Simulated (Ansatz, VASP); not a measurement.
Two plane-wave programs on SiO2

```
Si O
1.0
     4.23612    0.00000    0.00000
     0.00000    4.23612    0.00000
     0.00000    0.00000    2.69048
Si O
2 4
Direct
  0.50000 0.50000 0.53717
  0.00000 0.00000 0.03717
  0.69302 0.69302 0.00000
  0.19302 0.80698 0.50000
  0.30698 0.30698 0.00000
  0.80698 0.19302 0.50000
```

Change from the starting cell: all Si atoms moved -0.100 Å, as atom 1 towards its neighbour atom 1 (Si) at 2.690 Å.

Alike in both runs: task single point; functional PBE; k mesh 6 × 6 × 8; occupations gaussian, width 0.05 eV; no spin polarisation.

|  | VASP | Ansatz |
| --- | --- | --- |
| version | VASP 6.6.1 | Ansatz 0.2.0 |
| potentials or method | VASP PAW PBE potentials, release 64 (Si, O), cutoff 520 eV | scalar-relativistic, plane waves, PAW |
| valence electrons in the cell | 32 | 32 |

```csv
,VASP,Ansatz,Ansatz less VASP
gap on the k mesh at the Fermi level (eV),4.96,4.98,+0.016
least direct gap on the mesh (eV),4.96,4.98,+0.016
pressure (GPa),2.7,2.5,-0.20
"traceless stress, the component that is largest in VASP (GPa)",1.40,0.94,-0.459
rms of the force components (eV/Å),0.927,0.909,-0.0180
```

Atom by atom the forces differ by 0.021 eV/Å (rms over components).
